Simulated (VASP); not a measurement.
# Al (R-3m) in VASP: notebook, part 3 of 3

VASP 6.6.1.

## Step 7: Electric field gradients, LDA (equal xy, yz and zx shear strains of +2 %)

Contents of INCAR:

```
SYSTEM = Al
ALGO = Normal
EDIFF = 1E-8
ENCUT = 520
ISIF = 2
ISMEAR = -1
LASPH = .True.
LCHARG = .False.
LEFG = .True.
LREAL = .False.
LWAVE = .False.
NBANDS = 8
NELM = 60
PREC = Accurate
SIGMA = 0.03
```

Contents of KPOINTS:

```
k-points
0
Gamma
  17 17 17
  0 0 0
```

Contents of POSCAR:

```
Al
1.0
    0.0404796000      2.0442198000      2.0442198000
    2.0442198000      0.0404796000      2.0442198000
    2.0442198000      2.0442198000      0.0404796000
Al
1
Direct
    0.0000000000      0.0000000000      0.0000000000
```

Potentials or basis: VASP PAW LDA potentials, release 64 (Al).

Started as:

```sh
$ cat potpaw_LDA.64/Al/POTCAR > POTCAR
$ mpirun -np 1 vasp_std > vasp.out
```

OUTCAR:

```text
SYSTEM = Al
   EDIFF = 1E-8
   ENCUT = 520
   ISIF = 2
   ISMEAR = -1
   LASPH = .True.
   LREAL = .False.
   NELM = 60
   PREC = Accurate

 ion  position               nearest neighbor table
   1  0.000  0.000  0.000-

  LATTYP: Found a trigonal (rhomboedric) cell.
 ALAT       =     2.8912467517
 COS(alpha) =     0.5197000882

  Lattice vectors:

 A1 = (   0.0404796000,   2.0442198000,   2.0442198000)
 A2 = (   2.0442198000,   0.0404796000,   2.0442198000)
 A3 = (   2.0442198000,   2.0442198000,   0.0404796000)

Analysis of symmetry for initial positions (statically):
=====================================================================
 Subroutine PRICEL returns:
 Original cell was already a primitive cell.

 Routine SETGRP: Setting up the symmetry group for a
 trigonal (rhombohedral) supercell.

 Subroutine GETGRP returns: Found 12 space group operations
 (whereof 12 operations were pure point group operations)
 out of a pool of 12 trial point group operations.

The static configuration has the point symmetry D_3d.

Analysis of symmetry for dynamics (positions and initial velocities):
=====================================================================
 Subroutine PRICEL returns:
 Original cell was already a primitive cell.

 Routine SETGRP: Setting up the symmetry group for a
 trigonal (rhombohedral) supercell.

 Subroutine GETGRP returns: Found 12 space group operations
 (whereof 12 operations were pure point group operations)
 out of a pool of 12 trial point group operations.

The dynamic configuration has the point symmetry D_3d.

 Subroutine INISYM returns: Found 12 space group operations
 (whereof 12 operations are pure point group operations),
 and found     1 'primitive' translations

----------------------------------------------------------------------------------------

                                     Primitive cell

  volume of cell :      16.5775

  direct lattice vectors                    reciprocal lattice vectors
     0.040479600  2.044219800  2.044219800    -0.251979753  0.247086942  0.247086942
     2.044219800  0.040479600  2.044219800     0.247086942 -0.251979753  0.247086942
     2.044219800  2.044219800  0.040479600     0.247086942  0.247086942 -0.251979753

  length of vectors
     2.891246752  2.891246752  2.891246752     0.430810527  0.430810527  0.430810527

  position of ions in fractional coordinates (direct lattice)
     0.000000000  0.000000000  0.000000000

  ion indices of the primitive-cell ions
   primitive index   ion index
                 1           1

----------------------------------------------------------------------------------------

 KPOINTS: k-points

Automatic generation of k-mesh.
 Grid dimensions read from file:
 generate k-points for:   17   17   17

[... 62 lines left out ...]
   NELM   =     60;   NELMIN=  2; NELMDL= -5     # of ELM steps
   EDIFF  = 0.1E-07   stopping-criterion for ELM
   LREAL  =      F    real-space projection
   EDIFFG = 0.1E-06   stopping-criterion for IOM
   NSW    =      0    number of steps for IOM
   IBRION =     -1    ionic relax: 0-MD 1-quasi-New 2-CG
   NFREE  =      0    steps in history (QN), initial steepest desc. (CG)
   ISIF   =      2    stress and relaxation
   ISYM   =      2    0-nonsym 1-usesym 2-fastsym
   POTIM  = 0.5000    time-step for ionic-motion
   TEBEG  =    0.0;   TEEND  =   0.0 temperature during run
   PSTRESS=    0.0 pullay stress
   NELECT =       3.0000    total number of electrons
   NUPDOWN=      -1.0000    fix difference up-down
   EMIN   =  10.00;   EMAX   =-10.00  energy-range for DOS
   EFERMI =   0.00;   METHOD = LEGACY
   ISMEAR =    -1;   SIGMA  =   0.03  broadening in eV -4-tet -1-fermi 0-gaus
   EFERMI_NEDOS =   21; number of points for ismear=-14 and -15
   IALGO  =     38    algorithm
   IMIX   =      4    mixing-type and parameters
     AMIX     =   0.40;   BMIX     =  1.00
     AMIX_MAG =   1.60;   BMIX_MAG =  1.00
  volume/ion in A,a.u.               =      16.58       111.87
  Fermi-wavevector in a.u.,A,eV,Ry     =   0.925995  1.749878 11.666554  0.857468
  Thomas-Fermi vector in A             =   2.051910
   LORBIT       =      0    0 simple, 1 ext, 2 COOP (PROOUT), +10 PAW based schemes
   GGA     = CA    functional components
   LHFCALC =     F    Hartree Fock is set to
   AEXX    =    0.0000 exact exchange contribution
   IVDW    =     0    specifies the selected vdW correction
   LEPSILON=     F    determine dielectric tensor
   LRPA    =     F    only Hartree local field effects (RPA)
 non-spin polarized calculation
  energy-cutoff  :      520.00
  volume of cell :       16.58
 maximum number of plane-waves:       459
 NGX is ok and might be reduce to    24
   NGX = 11   NGY = 11   NGZ = 11

 number of electron       3.0000000 magnetization

 Free energy of the ion-electron system (eV)
  ---------------------------------------------------
  ext. energy  EPLUGINS =         0.00000000
  ---------------------------------------------------
  free energy    TOTEN  =        -4.18379614 eV

  energy without entropy =       -4.18261433  energy(sigma->0) =       -4.18320524

 E-fermi :   7.7477     XC(G=0): -10.3259

 val. band max:        7.7357023522   @ k =  -0.4118  -0.4118   0.0588
 cond. band min:       7.7561019371   @ k =   0.4706   0.2353  -0.0000
 fundamental gap:      0.0203995850
 Fermi energy:         7.7476559435

 k-point     1 :       0.0000    0.0000    0.0000
  band No.  band energies     occupation
      1      -3.3259      2.00000
      2      19.6604      0.00000
      3      20.5976      0.00000
      4      20.5976      0.00000
      5      20.8031      0.00000
      6      21.9138      0.00000
      7      21.9138      0.00000
      8      24.4417      0.00000
[... 243 lines left out ...]
 k-point    24 :      -0.1176    0.0588   -0.0000
  band No.  band energies     occupation
      1      -2.7232      2.00000
      2      15.7347      0.00000
      3      17.6462      0.00000
      4      20.0094      0.00000
      5      21.7315      0.00000
      6      22.8281      0.00000
      7      23.8790      0.00000
      8      24.2665      0.00000

 [... further k-points ...]
[... 5 lines left out ...]
  --------------------------------------------------------------------------------------
  -------------------------------------------------------------------------------------
  Total       -0.3648696     -0.3648696     -0.3648696     -0.0853234     -0.0853234     -0.0853234
  in kB      -35.2637990    -35.2637990    -35.2637990     -8.2463032     -8.2463032     -8.2463032
  external PRESSURE =     -35.2637990 kB  Pullay stress =       0.0000000 kB

 VOLUME and BASIS-vectors are now :
 -----------------------------------------------------------------------------
  energy-cutoff  :      520.00
  volume of cell :       16.58
      direct lattice vectors                 reciprocal lattice vectors
     0.040479600  2.044219800  2.044219800    -0.251979753  0.247086942  0.247086942
     2.044219800  0.040479600  2.044219800     0.247086942 -0.251979753  0.247086942
     2.044219800  2.044219800  0.040479600     0.247086942  0.247086942 -0.251979753

 POSITION                                       TOTAL-FORCE (eV/Angst)
 -----------------------------------------------------------------------------------
      0.00000      0.00000      0.00000         0.000000      0.000000      0.000000
 -----------------------------------------------------------------------------------
    total drift:                                0.000000     -0.000000     -0.000000

  FREE ENERGIE OF THE ION-ELECTRON SYSTEM (eV)
  ---------------------------------------------------
  free  energy   TOTEN  =        -4.1837961419 eV

  energy  without entropy=       -4.1826143347  energy(sigma->0) =       -4.18320524

 Electric field gradients (V/A^2)
---------------------------------------------------------------------
 ion       V_xx      V_yy      V_zz      V_xy      V_xz      V_yz
---------------------------------------------------------------------
   1       0.000     0.000    -0.000     1.989     1.989     1.989
---------------------------------------------------------------------

 Electric field gradients after diagonalization (V/A^2)
 (convention: |V_zz| > |V_xx| > |V_yy|)
----------------------------------------------------------------------
 ion       V_xx      V_yy      V_zz     asymmetry (V_yy - V_xx)/ V_zz
----------------------------------------------------------------------
   1      -1.989    -1.989     3.977       0.000
----------------------------------------------------------------------

           NMR quadrupolar parameters

 Cq : quadrupolar parameter    Cq=e*Q*V_zz/h
 eta: asymmetry parameters     (V_yy - V_xx)/ V_zz
 Q  : nuclear electric quadrupole moment in mb (millibarn)
----------------------------------------------------------------------
 ion       Cq(MHz)       eta       Q (mb)
----------------------------------------------------------------------
   1       0.010       0.000       1.000
----------------------------------------------------------------------
```

OSZICAR:

```text
N       E                     dE             d eps       ncg     rms          rms(c)
DAV:   1    -0.277538250837E+01   -0.27754E+01   -0.90993E+02  7936   0.209E+02
DAV:   2    -0.420536811972E+01   -0.14300E+01   -0.13877E+01 10864   0.189E+01
DAV:   3    -0.421269119028E+01   -0.73231E-02   -0.73222E-02  9888   0.146E+00
DAV:   4    -0.421270406457E+01   -0.12874E-04   -0.12875E-04 12392   0.584E-02
DAV:   5    -0.421270407850E+01   -0.13934E-07   -0.13489E-07 10056   0.101E-03    0.136E+00
DAV:   6    -0.419514044064E+01    0.17564E-01   -0.26939E-03 10520   0.204E-01    0.763E-01
DAV:   7    -0.418382115592E+01    0.11319E-01   -0.67061E-03 10328   0.317E-01    0.158E-01
DAV:   8    -0.418379638349E+01    0.24772E-04   -0.20332E-05 11576   0.290E-02    0.140E-02
DAV:   9    -0.418379615858E+01    0.22491E-06   -0.16186E-07 10992   0.194E-03    0.843E-04
DAV:  10    -0.418379614216E+01    0.16421E-07   -0.86779E-09 11560   0.400E-04    0.150E-04
DAV:  11    -0.418379614188E+01    0.28638E-09   -0.23838E-10  7008   0.936E-05
   1 F= -.41837961E+01 E0= -.41832052E+01  d E =-.118181E-02
```

Wall time 35 s (1 thread of Intel Xeon Platinum 8488C (Sapphire Rapids), shared host); peak memory 0.16 GiB.

Results:

```
Free energy : -4.1838 eV
Pressure    : -3.5 GPa
```

Stress tensor (GPa, compression positive):
```
-3.53 -0.82 -0.82
-0.82 -3.53 -0.82
-0.82 -0.82 -3.53
```

Electric field gradients, principal values (V/Å²):
```
atom   least  middle  greatest (by size)
1 Al  -1.989  -1.989               3.977
```

Caveat: the cell differs from its parent crystal (equal xy, yz and zx shear strains of +2 %); without QUAD_EFG the Cq values of the log hold for a quadrupole moment of 1 mb, not for the nuclei.

## Step 8: Overview

```tsv
cell	gap on the mesh (eV)	pressure (GPa)
a = 2.848 Å, angles 60.7°, 1 atom	none	-3.6
a = 2.877 Å, angles 59.3°, 1 atom	none	-3.6
a = 2.891 Å, angles 58.7°, 1 atom	none	-3.5
```

Alike in all rows: task electric field gradients; level LDA; potentials or basis VASP PAW LDA potentials, release 64 (Al); no spin polarisation; k mesh 17 × 17 × 17; cutoff (eV) 520; smearing fermi-dirac 0.03 eV.

Total energies depend on the potentials used, so only differences within one code and one set of settings carry meaning.
